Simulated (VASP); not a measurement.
# CrC2 (P4/mmm) in VASP: relaxation of cell and atoms with PBE

Aim: the relaxation of cell and atoms of CrC2 with PBE.

All numbers are computed with VASP 6.6.1; they aren't measurements. Logs are shortened: lines on timing, memory, paths and dates and some standing lists are left out, and cuts for length are marked.

**1. The cell of the first run**

Symmetry: P4/mmm, No. 123, tetragonal system. Conventional cell: a = 2.541 Å, b = 2.541 Å, c = 5.268 Å, α = 90.00°, β = 90.00°, γ = 90.00°. Cr (site symmetry 4/mmm) has 8 C at 2.34 Å and 4 Cr at 2.54 Å within 3.1 Å. C (site symmetry 4mm) has 6 C at 2.27 to 3.00 Å and 4 Cr at 2.34 Å within 3.0 Å.

The cell was built from a structure type or drawn by symmetry, and may not be a known phase.

**2. Relaxation of cell and atoms, PBE, collinear spin, ferromagnetic start**

INCAR

```
PREC = Accurate
ENCUT = 600
EDIFF = 1E-7
ISMEAR = 0
SIGMA = 0.2
LREAL = False
LASPH = True
NELM = 200
ALGO = Normal
ISIF = 3
LWAVE = False
LCHARG = False
ISPIN = 2
MAGMOM = 3 0 0
LORBIT = 11
LMAXMIX = 4
GGA = PE
IBRION = 2
NSW = 36
EDIFFG = -0.08
GGA_COMPAT = False
NELMIN = 4
```

KPOINTS

```
Automatic mesh
0
Gamma
  8 8 4
```

POSCAR

```
CrC2
1.0
    2.5410225500      0.0000000000      0.0000000000
    0.0000000000      2.5410225500      0.0000000000
    0.0000000000      0.0000000000      5.2676399500
Cr C
1 2
Direct
    0.0000000000      0.0000000000      0.0000000000
    0.5000000000      0.5000000000      0.2843227100
    0.5000000000      0.5000000000      0.7156772900
```

Potentials or basis: VASP PAW PBE potentials, release 64 (Cr_pv, C).

On the command line:

```sh
cat potpaw_PBE.64/Cr_pv/POTCAR potpaw_PBE.64/C/POTCAR > POTCAR
mpirun -np 1 vasp_std > vasp.out
```

OUTCAR:

```text
PREC = Accurate
   ENCUT = 600
   EDIFF = 1E-7
   ISMEAR = 0
   LREAL = False
   LASPH = True
   NELM = 200
   ISIF = 3
   ISPIN = 2
   LORBIT = 11
   GGA = PE
   IBRION = 2
   NSW = 36
   EDIFFG = -0.08
   NELMIN = 4

 ion  position               nearest neighbor table
   1  0.000  0.000  0.000-   2 2.34   3 2.34   2 2.34   3 2.34   2 2.34   3 2.34   2 2.34   3 2.34

   2  0.500  0.500  0.284-   1 2.34   1 2.34   1 2.34   1 2.34
   3  0.500  0.500  0.716-   1 2.34   1 2.34   1 2.34   1 2.34

  LATTYP: Found a simple tetragonal cell.
 ALAT       =     2.5410225500
 C/A-ratio  =     2.0730394345

  Lattice vectors:

 A1 = (   2.5410225500,   0.0000000000,   0.0000000000)
 A2 = (   0.0000000000,   2.5410225500,   0.0000000000)
 A3 = (   0.0000000000,   0.0000000000,   5.2676399500)

Analysis of symmetry for initial positions (statically):
=====================================================================
 Subroutine PRICEL returns:
 Original cell was already a primitive cell.

 Routine SETGRP: Setting up the symmetry group for a
 simple tetragonal supercell.

 Subroutine GETGRP returns: Found 16 space group operations
 (whereof 16 operations were pure point group operations)
 out of a pool of 16 trial point group operations.

The static configuration has the point symmetry D_4h.

Analysis of symmetry for dynamics (positions and initial velocities):
=====================================================================
 Subroutine PRICEL returns:
 Original cell was already a primitive cell.

 Routine SETGRP: Setting up the symmetry group for a
 simple tetragonal supercell.

 Subroutine GETGRP returns: Found 16 space group operations
 (whereof 16 operations were pure point group operations)
 out of a pool of 16 trial point group operations.

The dynamic configuration has the point symmetry D_4h.

Analysis of structural, dynamic, and magnetic symmetry:
=====================================================================
 Subroutine PRICEL returns:
 Original cell was already a primitive cell.

 Routine SETGRP: Setting up the symmetry group for a
 simple tetragonal supercell.

 Subroutine GETGRP returns: Found 16 space group operations
 (whereof 16 operations were pure point group operations)
 out of a pool of 16 trial point group operations.

The overall configuration has the point symmetry D_4h.

 Subroutine INISYM returns: Found 16 space group operations
 (whereof 16 operations are pure point group operations),
 and found     1 'primitive' translations

----------------------------------------------------------------------------------------

                                     Primitive cell

  volume of cell :      34.0121

  direct lattice vectors                    reciprocal lattice vectors
     2.541022550  0.000000000  0.000000000     0.393542356  0.000000000  0.000000000
     0.000000000  2.541022550  0.000000000     0.000000000  0.393542356  0.000000000
     0.000000000  0.000000000  5.267639950     0.000000000  0.000000000  0.189838335

  length of vectors
     2.541022550  2.541022550  5.267639950     0.393542356  0.393542356  0.189838335

  position of ions in fractional coordinates (direct lattice)
     0.000000000  0.000000000  0.000000000
     0.500000000  0.500000000  0.284322710
     0.500000000  0.500000000  0.715677290

  ion indices of the primitive-cell ions
   primitive index   ion index
                 1           1
                 2           2
                 3           3

----------------------------------------------------------------------------------------

 KPOINTS: Automatic mesh

Automatic generation of k-mesh.
 Grid dimensions read from file:
 generate k-points for:    8    8    4

 Generating k-lattice:

  Cartesian coordinates                     Fractional coordinates (reciprocal lattice)
     0.049192794  0.000000000  0.000000000     0.125000000  0.000000000  0.000000000
     0.000000000  0.049192794  0.000000000     0.000000000  0.125000000  0.000000000
     0.000000000  0.000000000  0.047459584     0.000000000  0.000000000  0.250000000

  Length of vectors
     0.049192794  0.049192794  0.047459584

  Shift w.r.t. Gamma in fractional coordinates (k-lattice)
     0.000000000  0.000000000  0.000000000

 Subroutine IBZKPT returns following result:
 ===========================================

 Found     45 irreducible k-points:

 Following reciprocal coordinates:
            Coordinates               Weight
  0.000000  0.000000  0.000000      1.000000
  0.125000  0.000000  0.000000      4.000000
  0.250000  0.000000  0.000000      4.000000
  0.375000  0.000000  0.000000      4.000000
  0.500000  0.000000  0.000000      2.000000
  0.125000  0.125000  0.000000      4.000000
[... 16 lines left out ...]
  0.375000  0.125000  0.250000     16.000000
  0.500000  0.125000  0.250000      8.000000
 [... further k-points ...]
   k-points           NKPTS =     45   k-points in BZ     NKDIM =     45   number of bands    NBANDS=     16
   number of dos      NEDOS =    301   number of ions     NIONS =      3
   total plane-waves  NPLWV =  16800
   dimension x,y,z NGX =    20 NGY =   20 NGZ =   42
   dimension x,y,z NGXF=    40 NGYF=   40 NGZF=   84
   ions per type =               1   2
   NGX,Y,Z   is equivalent  to a cutoff of  13.08, 13.08, 13.26 a.u.
   NGXF,Y,Z  is equivalent  to a cutoff of  26.17, 26.17, 26.51 a.u.
 SYSTEM =  unknown system
   PREC   = accura    normal or accurate (medium, high low for compatibility)
   ISTART =      0    job   : 0-new  1-cont  2-samecut
   ICHARG =      2    charge: 1-file 2-atom 10-const
   ISPIN  =      2    spin polarized calculation?
   LNONCOLLINEAR =      F non collinear calculations
   LSORBIT =      F    spin-orbit coupling
   LASPH  =      T    aspherical Exc in radial PAW
   ENCUT  =  600.0 eV  44.10 Ry    6.64 a.u.   5.08  5.08 10.52*2*pi/ulx,y,z
   NELM   =    200;   NELMIN=  4; NELMDL= -5     # of ELM steps
   EDIFF  = 0.1E-06   stopping-criterion for ELM
   LREAL  =      F    real-space projection
   EDIFFG = -.8E-01   stopping-criterion for IOM
   NSW    =     36    number of steps for IOM
   IBRION =      2    ionic relax: 0-MD 1-quasi-New 2-CG
   NFREE  =      1    steps in history (QN), initial steepest desc. (CG)
   ISIF   =      3    stress and relaxation
   ISYM   =      2    0-nonsym 1-usesym 2-fastsym
   POTIM  = 0.5000    time-step for ionic-motion
   TEBEG  =    0.0;   TEEND  =   0.0 temperature during run
   PSTRESS=    0.0 pullay stress
   NELECT =      20.0000    total number of electrons
   NUPDOWN=      -1.0000    fix difference up-down
   EMIN   =  10.00;   EMAX   =-10.00  energy-range for DOS
   EFERMI =   0.00;   METHOD = LEGACY
   ISMEAR =     0;   SIGMA  =   0.20  broadening in eV -4-tet -1-fermi 0-gaus
   EFERMI_NEDOS =   21; number of points for ismear=-14 and -15
   IALGO  =     38    algorithm
   IMIX   =      4    mixing-type and parameters
     AMIX     =   0.40;   BMIX     =  1.00
     AMIX_MAG =   1.60;   BMIX_MAG =  1.00
  volume/ion in A,a.u.               =      11.34        76.51
  Fermi-wavevector in a.u.,A,eV,Ry     =   1.371536  2.591827 25.594058  1.881110
  Thomas-Fermi vector in A             =   2.497224
   LORBIT       =     11    0 simple, 1 ext, 2 COOP (PROOUT), +10 PAW based schemes
   GGA     = PE    functional components
   LHFCALC =     F    Hartree Fock is set to
   AEXX    =    0.0000 exact exchange contribution
   IVDW    =     0    specifies the selected vdW correction
   LEPSILON=     F    determine dielectric tensor
   LRPA    =     F    only Hartree local field effects (RPA)
 conjugate gradient relaxation of ions
 spin polarized calculation
 Gauss-broadening in eV      SIGMA  =   0.20
  energy-cutoff  :      600.00
  volume of cell :       34.01
 maximum number of plane-waves:      1168
   NGX = 11   NGY = 11   NGZ = 21

--------------------------------------- Ionic step        1  -------------------------------------------

 number of electron      19.9999992 magnetization       0.0010110

 number of electron      19.9999992 magnetization      -0.0008929

 Free energy of the ion-electron system (eV)
  ---------------------------------------------------
  ext. energy  EPLUGINS =         0.00000000
  ---------------------------------------------------
  free energy    TOTEN  =       -20.96283906 eV

  energy without entropy =      -20.89962786  energy(sigma->0) =      -20.93123346

------------------------ aborting loop because EDIFF is reached ----------------------------------------

  FORCE on cell =-STRESS in cart. coord.  units (eV):
  Direction    XX          YY          ZZ          XY          YZ          ZX
  --------------------------------------------------------------------------------------
  -------------------------------------------------------------------------------------
  Total       -4.9547528     -4.9547528    -16.1398495      0.0000000      0.0000000      0.0000000
  in kB     -233.3992504   -233.3992504   -760.2859079      0.0000000      0.0000000      0.0000000
  external PRESSURE =    -409.0281363 kB  Pullay stress =       0.0000000 kB
[... 96 lines left out ...]
  FREE ENERGIE OF THE ION-ELECTRON SYSTEM (eV)
  ---------------------------------------------------
  free  energy   TOTEN  =       -23.9473595351 eV

  energy  without entropy=      -23.9136281953  energy(sigma->0) =      -23.93049387

 E-fermi :  11.3211     XC(G=0): -14.0670

 val. band max:       11.3172752393   @ k =   0.3750   0.3750   0.0000
 cond. band min:      11.3447682062   @ k =   0.2500   0.2500   0.5000
 fundamental gap:      0.0274929669
 Fermi energy:        11.3210774310

 spin component 1

 k-point     1 :       0.0000    0.0000    0.0000
  band No.  band energies     occupation
      1     -31.6042      1.00000
      2     -31.3129      1.00000
      3     -31.3129      1.00000
      4      -6.0984      1.00000
      5       1.8269      1.00000
      6       4.1340      1.00000
[... 895 lines left out ...]
      5       1.9181      1.00000
      6       3.1308      1.00000
[... 8 lines left out ...]
     15      18.8883      0.00000
     16      19.0332      0.00000

 [... further k-points ...]

[... ionic steps 4 to 10 ...]

--------------------------------------- Ionic step       11  -------------------------------------------

 number of electron      19.9999991 magnetization       0.0002077

------------------------ aborting loop because EDIFF is reached ----------------------------------------
[... 69 lines left out ...]
--------------------------------------- Ionic step       13  -------------------------------------------

 number of electron      20.0000000 magnetization       0.0000162

 Free energy of the ion-electron system (eV)
  ---------------------------------------------------
  ext. energy  EPLUGINS =         0.00000000
  ---------------------------------------------------
  free energy    TOTEN  =       -25.47563774 eV

  energy without entropy =      -25.43929092  energy(sigma->0) =      -25.45746433

 E-fermi :   9.3414     XC(G=0): -13.3171

 val. band max:        9.3219469733   @ k =   0.5000   0.2500   0.5000
 cond. band min:       9.3854236331   @ k =   0.2500   0.2500   0.5000
 fundamental gap:      0.0634766599
 Fermi energy:         9.3413750998

 spin component 1

 k-point     1 :       0.0000    0.0000    0.0000
  band No.  band energies     occupation
      1     -33.6663      1.00000
      2     -33.4352      1.00000
      3     -33.4352      1.00000
      4      -7.1580      1.00000
      5       1.0131      1.00000
      6       2.0882      1.00000
[... 937 lines left out ...]
  FREE ENERGIE OF THE ION-ELECTRON SYSTEM (eV)
  ---------------------------------------------------
  free  energy   TOTEN  =       -25.4756377394 eV

  energy  without entropy=      -25.4392909150  energy(sigma->0) =      -25.45746433

 reached required accuracy - stopping structural energy minimisation

 total charge

# of ion       s       p       d       tot
------------------------------------------
    1        0.359   6.458   4.365  11.182
    2        0.889   1.525   0.000   2.415
    3        0.889   1.525   0.000   2.415
--------------------------------------------------
tot          2.138   9.508   4.365  16.011

 magnetization (x)

# of ion       s       p       d       tot
------------------------------------------
    1        0.000   0.000   0.000   0.000
    2       -0.000  -0.000   0.000  -0.000
    3       -0.000  -0.000   0.000  -0.000
--------------------------------------------------
tot         -0.000  -0.000   0.000   0.000
```

It took 14 min on 1 thread of Intel Xeon 8259CL, shared host; peak memory 0.21 GiB.

What came out:

```yaml
Free_energy: -25.4756 eV
Relaxed_volume: 7.95 Å³/atom
Relaxed_cell: a = 2.508 Å, b = 2.508 Å, c = 3.795 Å, α = 90.00°, β = 90.00°, γ = 90.00°
Space_group_after_relaxing_to_0.1_Å: P4/mmm (No. 123)
Energy_gained_by_relaxing: 1504.3 meV/atom
Ionic_steps: 13
Pressure_after_relaxing: -0.9 GPa
Largest_force_after_relaxing: 0.021 eV/Å
Band_gap_on_the_k_mesh: zero (filled and empty bands overlap)
Net_moment: 0.00 μB per cell
Valence_electrons_inside_the_program's_atomic_spheres: Cr 11.18; C 2.42
```

Forces on the atoms (eV/Å):
```
Cr   0.000  0.000  0.000
C    0.000  0.000 -0.021
C    0.000  0.000  0.021
```

The path:
```csv
step,energy change (eV),largest force (eV/Å),pressure (GPa),volume (Å³)
1,0.0000,0.7247,-40.90,34.01
2,-2.8374,5.7774,53.21,21.33
3,-2.9845,4.6946,21.86,22.98
4,-3.0996,6.6312,100.88,19.54
5,-3.9386,3.3418,45.97,21.01
6,-3.9535,2.7927,49.89,20.84
7,-4.3206,3.1863,-3.41,24.95
8,-4.4721,0.8225,8.35,23.34
9,-4.4770,1.0295,-6.77,24.25
10,-4.4983,0.2469,0.06,23.80
11,-4.5037,0.1419,-0.71,23.87
12,-4.5096,0.1268,-2.47,24.03
13,-4.5128,0.0209,-0.90,23.86
```

Final structure:
```
CELL_PARAMETERS angstrom
2.50766 0.00000 0.00000
0.00000 2.50766 0.00000
0.00000 0.00000 3.79464
ATOMIC_POSITIONS crystal
Cr 0.00000 0.00000 0.00000
C 0.50000 0.50000 0.31454
C 0.50000 0.50000 0.68546
```

Caveat: the volume moved by over 15 % at a fixed basis, so the end points are rough.
